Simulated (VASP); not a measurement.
# Pd: single point with PBEsol

The system is Pd.

```xyz
1
Lattice="0.0000 1.9449 2.0032 1.9449 0.0000 2.0032 1.9449 1.9449 0.0000" Properties=species:S:1:pos:R:3 pbc="T T T"
Pd    0.0000    0.0000    0.0000
```

This cell differs from its parent crystal: strain +0.0300 x Voigt [0, 0, 1, 0, 0, 0].

| Item | Value |
| --- | --- |
| Program | VASP 6.6.1 |
| Task | single point |
| Functional | PBEsol |
| Potentials or basis | VASP PAW PBE potentials, release 64 (Pd) |
| Cutoff | 520 eV |
| k mesh | 20 × 20 × 20 |
| Occupations | gaussian, width 0.15 eV |
| Spin | no spin polarisation |
| Dipole correction | no |
| Further INCAR settings | ALGO = Normal; EDIFF = 1e-07; NBANDS = 11 |

```json
{"Pressure": "-7.6 GPa", "Band gap on the k mesh": "zero (bands 5 and 6 overlap by 1.60 eV)"}
```

Stress tensor (GPa, compression positive):
```
-7.03  0.00  0.00
 0.00 -7.03  0.00
 0.00  0.00 -8.75
```

Levels at points of the mesh, in eV from the Fermi level:
| k point | band 1 | band 2 | band 3 | band 4 | band 5 | band 6 | band 7 | band 8 | band 9 | band 10 |
| --- | --- | --- | --- | --- | --- | --- | --- | --- | --- | --- |
| (0.00, 0.00, 0.00) | -7.02 | -2.91 | -2.64 | -2.64 | -1.32 | -1.03 | 17.13 | 21.29 | 21.95 | 21.95 |
| (0.50, 0.00, 0.00) | -5.13 | -2.90 | -2.64 | -0.08 | 0.04 | 0.99 | 7.06 | 16.43 | 20.48 | 21.07 |
| (0.50, 0.50, 0.00) | -5.19 | -4.92 | -0.03 | 0.27 | 0.27 | 2.89 | 9.92 | 13.34 | 13.34 | 21.42 |
| (0.50, 0.00, 0.50) | -5.19 | -4.91 | -0.05 | 0.18 | 0.38 | 3.45 | 10.70 | 12.72 | 12.87 | 20.95 |

Wall time 100 s on 1 thread of Intel Xeon 8259CL, on a shared host, peak memory 0.23 GiB.

Caveat: the cell differs from its parent crystal (strain +0.0300 x Voigt [0, 0, 1, 0, 0, 0]); the cell stands under tension; the PAW data sets were made with another functional, which shifts forces and pressure a little.
